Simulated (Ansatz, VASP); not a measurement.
**YTl: VASP beside Ansatz**

```xyz
2
Lattice="3.7885 0.0000 0.0000 0.0000 3.7885 0.0000 0.0000 0.0000 3.7510" Properties=species:S:1:pos:R:3 pbc="T T T"
Y     1.8943    1.8943    1.8755
Tl    0.0000    0.0000    0.0000
```

Change from the starting cell: equal xx and yy strain of +1 %, crystal datasets.

Alike in both runs: task electric field gradients; functional LDA; k mesh 11 × 11 × 11; occupations fermi-dirac, width 0.08 eV; no spin polarisation.

```csv
,VASP,Ansatz
version,VASP 6.6.1,Ansatz 0.2.0
potentials or method,"VASP PAW LDA potentials, release 64 (Y_sv, Tl_d), cutoff 520 eV","all-electron PAW with datasets made for the crystal, scalar-relativistic"
```

|  | VASP | Ansatz | Ansatz less VASP |
| --- | --- | --- | --- |
| pressure (GPa) | -4.0 | -4.0 | -0.05 |
| traceless stress, the component that is largest in VASP (GPa) | 0.08 | 0.08 | -0.001 |
| size of Vzz on the site where it differs most (V/Å²) | 0.7 | 0.9 | +0.20 |

LDA's correlation is that of Perdew and Zunger in VASP and of Perdew and Wang (1992) in Ansatz. Ansatz ran all-electron here, and VASP with PAW potentials.

Spin-orbit coupling is off throughout.
